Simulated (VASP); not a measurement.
# Cu (P6_3/mmc) in VASP: single point with r2SCAN

Aim: the single point of Cu with r2SCAN.

All numbers are computed with VASP 6.6.1; they aren't measurements. Logs are shortened: lines on timing, memory, paths and dates and some standing lists are left out, and cuts for length are marked.

### 1 The cell of the first run

The structure is hexagonal, space group P6_3/mmc (No. 194). The conventional cell has a = 2.612 Å, b = 2.612 Å, c = 8.529 Å, α = 90.00°, β = 90.00°, γ = 120.00°. Cu (site symmetry -3m) has 12 Cu at 2.61 Å within 3.4 Å. Cu (site symmetry -6m2) has 12 Cu at 2.61 Å within 3.4 Å.

### 2 Single point, r2SCAN

File POSCAR:

```
Cu
1.0
    2.6124532250      0.0000000000      0.0000000000
   -1.3062266125      2.2624586518      0.0000000000
    0.0000000000      0.0000000000      8.5285125035
Cu
4
Direct
    0.0000000000      0.0000000000      0.0000000000
    0.3333333333      0.6666666667      0.2500000000
    0.0000000000      0.0000000000      0.5000000000
    0.6666666667      0.3333333333      0.7500000000
```

File INCAR.step1:

```
SYSTEM = Cu
PREC = Accurate
ENCUT = 520
ISMEAR = 1
SIGMA = 0.05
LREAL = .False.
LASPH = .True.
NELM = 100
NBANDS = 30
GGA = PE
ALGO = Normal
EDIFF = 1E-4
LWAVE = .True.
LCHARG = .False.
```

File INCAR.step2:

```
SYSTEM = Cu
PREC = Accurate
ENCUT = 520
EDIFF = 1E-7
ISMEAR = 1
SIGMA = 0.05
LREAL = .False.
LASPH = .True.
NELM = 100
ALGO = Normal
ISIF = 2
LWAVE = .False.
LCHARG = .True.
METAGGA = R2SCAN
LMIXTAU = .True.
LELF = .True.
LVHAR = .True.
NBANDS = 30
ISTART = 1
```

File KPOINTS:

```
Automatic mesh
0
Gamma
  10 10 3
  0 0 0
```

Potentials or basis: VASP PAW PBE potentials, release 64 (Cu).

On the command line:

```
> cat potpaw_PBE.64/Cu/POTCAR > POTCAR
> cp INCAR.step1 INCAR
> mpirun -np 1 vasp_std > vasp.out
> cp INCAR.step2 INCAR
> mpirun -np 1 vasp_std > vasp.out
```

OUTCAR:

```text
SYSTEM = Cu
   PREC = Accurate
   ENCUT = 520
   EDIFF = 1E-7
   ISMEAR = 1
   LREAL = .False.
   LASPH = .True.
   NELM = 100
   ISIF = 2
   METAGGA = R2SCAN
   ISTART = 1

 ion  position               nearest neighbor table
   1  0.000  0.000  0.000-   2 2.61   4 2.61   4 2.61   2 2.61   4 2.61   2 2.61
   2  0.333  0.667  0.250-   1 2.61   3 2.61   1 2.61   3 2.61   1 2.61   3 2.61
   3  0.000  0.000  0.500-   2 2.61   4 2.61   4 2.61   2 2.61   4 2.61   2 2.61
   4  0.667  0.333  0.750-   1 2.61   3 2.61   1 2.61   3 2.61   1 2.61   3 2.61

  LATTYP: Found a hexagonal cell.
 ALAT       =     2.6124532250
 C/A-ratio  =     3.2645608434

  Lattice vectors:

 A1 = (   2.6124532250,   0.0000000000,   0.0000000000)
 A2 = (  -1.3062266125,   2.2624586518,   0.0000000000)
 A3 = (   0.0000000000,   0.0000000000,   8.5285125035)

Analysis of symmetry for initial positions (statically):
=====================================================================
 Subroutine PRICEL returns:
 Original cell was already a primitive cell.

 Routine SETGRP: Setting up the symmetry group for a
 hexagonal supercell.

 Subroutine GETGRP returns: Found 24 space group operations
 (whereof 12 operations were pure point group operations)
 out of a pool of 24 trial point group operations.

The static configuration has the point symmetry D_3d.
 The point group associated with its full space group is D_6h.

Analysis of symmetry for dynamics (positions and initial velocities):
=====================================================================
 Subroutine PRICEL returns:
 Original cell was already a primitive cell.

 Routine SETGRP: Setting up the symmetry group for a
 hexagonal supercell.

 Subroutine GETGRP returns: Found 24 space group operations
 (whereof 12 operations were pure point group operations)
 out of a pool of 24 trial point group operations.

The dynamic configuration has the point symmetry D_3d.
 The point group associated with its full space group is D_6h.

 Subroutine INISYM returns: Found 24 space group operations
 (whereof 12 operations are pure point group operations),
 and found     1 'primitive' translations

----------------------------------------------------------------------------------------

                                     Primitive cell

  volume of cell :      50.4083

  direct lattice vectors                    reciprocal lattice vectors
     2.612453225  0.000000000  0.000000000     0.382781973  0.220998514  0.000000000
    -1.306226612  2.262458652  0.000000000     0.000000000  0.441997028  0.000000000
     0.000000000  0.000000000  8.528512504     0.000000000  0.000000000  0.117253741

  length of vectors
     2.612453225  2.612459974  8.528512504     0.441998170  0.441997028  0.117253741

  position of ions in fractional coordinates (direct lattice)
     0.000000000  0.000000000  0.000000000
     0.333333333  0.666666667  0.250000000
     0.000000000  0.000000000  0.500000000
     0.666666667  0.333333333  0.750000000

  ion indices of the primitive-cell ions
   primitive index   ion index
                 1           1
                 2           2
                 3           3
                 4           4

----------------------------------------------------------------------------------------

 KPOINTS: Automatic mesh

Automatic generation of k-mesh.
 Grid dimensions read from file:
 generate k-points for:   10   10    3

 Generating k-lattice:

  Cartesian coordinates                     Fractional coordinates (reciprocal lattice)
     0.038278197  0.022099851  0.000000000     0.100000000  0.000000000  0.000000000
     0.000000000  0.044199703  0.000000000     0.000000000  0.100000000  0.000000000
     0.000000000  0.000000000  0.039084580     0.000000000  0.000000000  0.333333333

  Length of vectors
     0.044199817  0.044199703  0.039084580

  Shift w.r.t. Gamma in fractional coordinates (k-lattice)
     0.000000000  0.000000000  0.000000000

 Subroutine IBZKPT returns following result:
 ===========================================

 Found     28 irreducible k-points:

 Following reciprocal coordinates:
            Coordinates               Weight
  0.000000  0.000000  0.000000      1.000000
  0.100000  0.000000  0.000000      6.000000
  0.200000  0.000000  0.000000      6.000000
  0.300000  0.000000  0.000000      6.000000
  0.400000  0.000000  0.000000      6.000000
  0.500000  0.000000  0.000000      3.000000
[... 16 lines left out ...]
  0.300000  0.100000  0.333333     24.000000
  0.400000  0.100000  0.333333     24.000000
 [... further k-points ...]
   k-points           NKPTS =     28   k-points in BZ     NKDIM =     28   number of bands    NBANDS=     30
   number of dos      NEDOS =    301   number of ions     NIONS =      4
   total plane-waves  NPLWV =  25600
   dimension x,y,z NGX =    20 NGY =   20 NGZ =   64
   dimension x,y,z NGXF=    40 NGYF=   40 NGZF=  128
   ions per type =               4
   NGX,Y,Z   is equivalent  to a cutoff of  12.73, 12.73, 12.48 a.u.
   NGXF,Y,Z  is equivalent  to a cutoff of  25.45, 25.45, 24.95 a.u.
 SYSTEM =  Cu
   PREC   = accura    normal or accurate (medium, high low for compatibility)
   ISTART =      1    job   : 0-new  1-cont  2-samecut
   ICHARG =      0    charge: 1-file 2-atom 10-const
   ISPIN  =      1    spin polarized calculation?
   LNONCOLLINEAR =      F non collinear calculations
   LSORBIT =      F    spin-orbit coupling
   LASPH  =      T    aspherical Exc in radial PAW
   ENCUT  =  520.0 eV  38.22 Ry    6.18 a.u.   4.86  4.86 15.86*2*pi/ulx,y,z
   NELM   =    100;   NELMIN=  2; NELMDL=  0     # of ELM steps
   EDIFF  = 0.1E-06   stopping-criterion for ELM
   LREAL  =      F    real-space projection
   EDIFFG = 0.1E-05   stopping-criterion for IOM
   NSW    =      0    number of steps for IOM
   IBRION =     -1    ionic relax: 0-MD 1-quasi-New 2-CG
   NFREE  =      0    steps in history (QN), initial steepest desc. (CG)
   ISIF   =      2    stress and relaxation
   ISYM   =      2    0-nonsym 1-usesym 2-fastsym
   POTIM  = 0.5000    time-step for ionic-motion
   TEBEG  =    0.0;   TEEND  =   0.0 temperature during run
   PSTRESS=    0.0 pullay stress
   NELECT =      44.0000    total number of electrons
   NUPDOWN=      -1.0000    fix difference up-down
   EMIN   =  10.00;   EMAX   =-10.00  energy-range for DOS
   EFERMI =   0.00;   METHOD = LEGACY
   ISMEAR =     1;   SIGMA  =   0.05  broadening in eV -4-tet -1-fermi 0-gaus
   EFERMI_NEDOS =   21; number of points for ismear=-14 and -15
   IALGO  =     38    algorithm
   IMIX   =      4    mixing-type and parameters
     AMIX     =   0.40;   BMIX     =  1.00
     AMIX_MAG =   1.60;   BMIX_MAG =  1.00
  volume/ion in A,a.u.               =      12.60        85.04
  Fermi-wavevector in a.u.,A,eV,Ry     =   1.564558  2.956585 33.304893  2.447841
  Thomas-Fermi vector in A             =   2.667164
   LORBIT       =      0    0 simple, 1 ext, 2 COOP (PROOUT), +10 PAW based schemes
   METAGGA = R2SCAN    functional components
   LHFCALC =     F    Hartree Fock is set to
   AEXX    =    0.0000 exact exchange contribution
   IVDW    =     0    specifies the selected vdW correction
   LEPSILON=     F    determine dielectric tensor
   LRPA    =     F    only Hartree local field effects (RPA)
 non-spin polarized calculation
 Methfessel and Paxton  Order N= 1 SIGMA  =   0.05
  energy-cutoff  :      520.00
  volume of cell :       50.41
 maximum number of plane-waves:      1377
 NGX is ok and might be reduce to    20
   NGX =  9   NGY =  9   NGZ = 31

 number of electron      44.0000012 magnetization

 Free energy of the ion-electron system (eV)
  ---------------------------------------------------
  ext. energy  EPLUGINS =         0.00000000
  ---------------------------------------------------
  free energy    TOTEN  =       -43.09472302 eV

  energy without entropy =      -43.09464072  energy(sigma->0) =      -43.09469558

 E-fermi :   6.6500     XC(G=0): -13.3106

 val. band max:        6.5133679716   @ k =   0.3000   0.0000   0.3333
 cond. band min:       6.6766532619   @ k =   0.3000   0.2000   0.3333
 fundamental gap:      0.1632852903
 Fermi energy:         6.6499505466

 k-point     1 :       0.0000    0.0000    0.0000
  band No.  band energies     occupation
      1      -2.5352      2.00000
      2      -0.4267      2.00000
      3      -0.4122      2.00000
      4       1.7602      2.00000
      5       3.4660      2.00000
      6       3.4727      2.00000
[... 22 lines left out ...]
     29      28.5018      0.00000
     30      28.5019      0.00000

 k-point     2 :       0.1000    0.0000    0.0000
  band No.  band energies     occupation
      1      -2.2154      2.00000
      2      -0.1414      2.00000
      3      -0.1274      2.00000
      4       1.9376      2.00000
      5       3.3377      2.00000
      6       3.3971      2.00000
[... 22 lines left out ...]
     29      25.9456      0.00000
     30      25.9526      0.00000

 k-point     3 :       0.2000    0.0000    0.0000
  band No.  band energies     occupation
      1      -1.2868      2.00000
      2       0.6361      2.00000
      3       0.6482      2.00000
      4       2.3472      2.00000
      5       3.1332      2.00000
      6       3.2256      2.00000
[... 22 lines left out ...]
     29      21.3195      0.00000
     30      21.4561      0.00000

 k-point     4 :       0.3000    0.0000    0.0000
  band No.  band energies     occupation
      1       0.1114      2.00000
      2       1.5233      2.00000
      3       1.5346      2.00000
      4       2.5436      2.00000
      5       2.9067      2.00000
      6       3.0256      2.00000
[... 22 lines left out ...]
     29      21.1975      0.00000
     30      21.2790      0.00000

 k-point     5 :       0.4000    0.0000    0.0000
  band No.  band energies     occupation
      1       1.4586      2.00000
      2       1.8839      2.00000
      3       1.9803      2.00000
      4       2.4331      2.00000
      5       2.7403      2.00000
      6       2.8451      2.00000
[... 22 lines left out ...]
     29      19.0868      0.00000
     30      19.3250      0.00000
[... 526 lines left out ...]
     29      22.6165      0.00000
     30      22.7126      0.00000

 k-point    22 :       0.2000    0.1000    0.3333
  band No.  band energies     occupation
      1      -0.1992      2.00000
      2       0.4072      2.00000
      3       2.1272      2.00000
      4       2.5692      2.00000
      5       2.9225      2.00000
      6       2.9646      2.00000
[... 22 lines left out ...]
     29      20.0900      0.00000
     30      20.7017      0.00000

 k-point    23 :       0.3000    0.1000    0.3333
  band No.  band energies     occupation
      1       1.1769      2.00000
      2       1.5172      2.00000
      3       2.2793      2.00000
      4       2.5545      2.00000
      5       2.6985      2.00000
      6       2.8189      2.00000
[... 22 lines left out ...]
     29      18.5363      0.00000
     30      18.8070      0.00000

 k-point    24 :       0.4000    0.1000    0.3333
  band No.  band energies     occupation
      1       1.9483      2.00000
      2       2.0641      2.00000
      3       2.2296      2.00000
      4       2.3924      2.00000
      5       2.6028      2.00000
      6       2.6892      2.00000
[... 22 lines left out ...]
     29      17.6716      0.00000
     30      18.0694      0.00000

 [... further k-points ...]
[... 5 lines left out ...]
  --------------------------------------------------------------------------------------
  -------------------------------------------------------------------------------------
  Total       -3.5192473     -3.5192715     -3.8617088      0.0000000      0.0000000      0.0000000
  in kB     -111.8556431   -111.8564137   -122.7404291      0.0000000      0.0000000      0.0000000
  external PRESSURE =    -115.4841620 kB  Pullay stress =       0.0000000 kB

 VOLUME and BASIS-vectors are now :
 -----------------------------------------------------------------------------
  energy-cutoff  :      520.00
  volume of cell :       50.41
      direct lattice vectors                 reciprocal lattice vectors
     2.612453225  0.000000000  0.000000000     0.382781973  0.220998514  0.000000000
    -1.306226612  2.262458652  0.000000000     0.000000000  0.441997028  0.000000000
     0.000000000  0.000000000  8.528512504     0.000000000  0.000000000  0.117253741

 POSITION                                       TOTAL-FORCE (eV/Angst)
 -----------------------------------------------------------------------------------
      0.00000      0.00000      0.00000        -0.000000      0.000000     -0.000000
     -0.00000      1.50831      2.13213         0.000000     -0.000000     -0.000000
      0.00000      0.00000      4.26426        -0.000000      0.000000     -0.000000
      1.30623      0.75415      6.39638         0.000000      0.000000      0.000000
 -----------------------------------------------------------------------------------
    total drift:                                0.000000     -0.000000      0.000000

  FREE ENERGIE OF THE ION-ELECTRON SYSTEM (eV)
  ---------------------------------------------------
  free  energy   TOTEN  =       -43.0947230169 eV

  energy  without entropy=      -43.0946407199  energy(sigma->0) =      -43.09469558
```

It took 2 min on 1 thread of Intel Xeon Platinum 8488C (Sapphire Rapids), shared host; peak memory 0.18 GiB.

Results:

```yaml
Free_energy: -43.0947 eV
Pressure: -11.5 GPa
Band_gap_on_the_k_mesh: zero (band 22 reaches 9.66 eV, above the bottom of band 23 at 4.88 eV)
```

Caveat: the PAW data sets were made with another functional, which shifts forces and pressure a little.
